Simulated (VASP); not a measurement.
# Ti: relaxation of cell and atoms with PBE

Ti:

```
Ti
1.0
    -1.63689    1.63689    1.63689
     1.63689   -1.63689    1.63689
     1.63689    1.63689   -1.63689
Ti
1
Cartesian
  0.0000 0.0000 0.0000
```

This isn't the form of Ti at room conditions, which is hcp.

```json
{"Program": "VASP 6.6.1", "Task": "relaxation of cell and atoms", "Functional": "PBE", "Potentials or basis": "VASP PAW PBE potentials, release 64 (Ti_sv)", "Cutoff": "600 eV", "k mesh": "16 × 16 × 16", "Occupations": "fermi-dirac, width 0.05 eV", "Spin": "no spin polarisation", "Target pressure": "-0.91 GPa", "Dipole correction": "no", "Further INCAR settings": "ALGO = Normal; EDIFF = 1e-06; IBRION = 2; EDIFFG = -0.005; NSW = 60; ISIF = 3"}
```

```yaml
Relaxed_volume: 17.35 Å³/atom
Relaxed_cell: a = 2.825 Å, b = 2.825 Å, c = 2.825 Å, α = 109.47°, β = 109.47°, γ = 109.47°
Space_group_after_relaxing_to_0.1_Å: Im-3m (No. 229)
Energy_change_on_relaxing_the_run_minimises_the_enthalpy: -1.7 meV/atom
Ionic_steps: 3
Pressure_after_relaxing: -0.9 GPa
Band_gap_on_the_k_mesh: zero (bands 6 and 7 overlap by 1.62 eV)
```

The path:
| step | energy change (eV) | largest force (eV/Å) | pressure (GPa) | volume (Å³) |
| --- | --- | --- | --- | --- |
| 1 | 0.0000 | 0.0000 | -1.99 | 17.54 |
| 2 | -0.0021 | 0.0000 | -0.26 | 17.24 |
| 3 | -0.0017 | 0.0000 | -0.91 | 17.35 |

Final structure:
```yaml
crystal:
  lattice:
    - [-1.63095, 1.63095, 1.63095]
    - [1.63095, -1.63095, 1.63095]
    - [1.63095, 1.63095, -1.63095]
  atoms:
    - { symbol: Ti, position: [0.00000, 0.00000, 0.00000] }
```

Levels at points of the mesh, in eV from the Fermi level:
```
           k point  band 4  band 5  band 6  band 7  band 8  band 9
(0.00, 0.00, 0.00)  -32.39   -5.96    0.99    0.99    0.99    2.75
(0.50, 0.00, 0.00)  -32.39   -2.45   -0.40    1.14    2.73    3.08
(0.50, 0.50, 0.50)  -32.85   -2.11   -2.11    3.92    3.92    3.92
```

It took 61 s on 1 thread of Intel Xeon 8259CL, with other jobs on the host, peak memory 0.17 GiB.

Caveat: the cell is relaxed towards a set pressure, so the run minimises the enthalpy, not the energy.
